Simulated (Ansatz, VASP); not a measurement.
**One calculation of Y, two programs**

```
CELL_PARAMETERS angstrom
0.00000 2.58440 2.68380
2.58440 0.00000 2.68380
2.58440 2.58440 0.00000
ATOMIC_POSITIONS crystal
Y 0.00000 0.00000 0.00000
```

Change from the starting cell: strain +0.040 along x and y, +0.080 along z, atoms carried along.

Alike in both runs: task single point; functional PBEsol; k mesh 16 × 16 × 16; occupations gaussian, width 0.15 eV; no spin polarisation.

|  | VASP | Ansatz |
| --- | --- | --- |
| version | VASP 6.6.1 | Ansatz 0.2.0 |
| potentials or method | VASP PAW PBE potentials, release 64 (Y_sv), cutoff 520 eV | scalar-relativistic, plane waves, PAW |
| valence electrons in the cell | 11 | 11 |

```csv
,VASP,Ansatz,Ansatz less VASP
gap on the k mesh at the Fermi level (eV),none,none,-
pressure (GPa),-5.0,-4.9,+0.07
"traceless stress, the component that is largest in VASP (GPa)",-0.69,-0.69,+0.006
```

VASP's potentials were made for PBE, not for PBEsol. A gap of «none» marks a metal or a gap that the smearing closes. The functional is the same, so the differences come from potentials, cutoffs and numerics.
